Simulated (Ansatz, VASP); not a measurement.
Two plane-wave programs on Nb

```
Nb
1.0
     2.67285    0.00000    0.00000
     0.00000    2.67285    0.00000
     0.00000    0.00000    2.67285
Nb
1
Direct
  0.00000 0.00000 0.00000
```

Alike in both runs: task single point; functional r2SCAN; k mesh 13 × 13 × 13; occupations fermi-dirac, width 0.1 eV; no spin polarisation.

```csv
,VASP,Ansatz
version,VASP 6.6.1,Ansatz 0.2.0
potentials or method,"VASP PAW PBE potentials, release 64 (Nb_sv), cutoff 520 eV","plane waves (500 eV) with PAW, scalar-relativistic"
valence electrons in the cell,13,13
```

|  | VASP | Ansatz | Ansatz less VASP |
| --- | --- | --- | --- |
| pressure (GPa) | 5.3 | 5.4 | +0.06 |

VASP's potentials were made for PBE, not for r2SCAN.
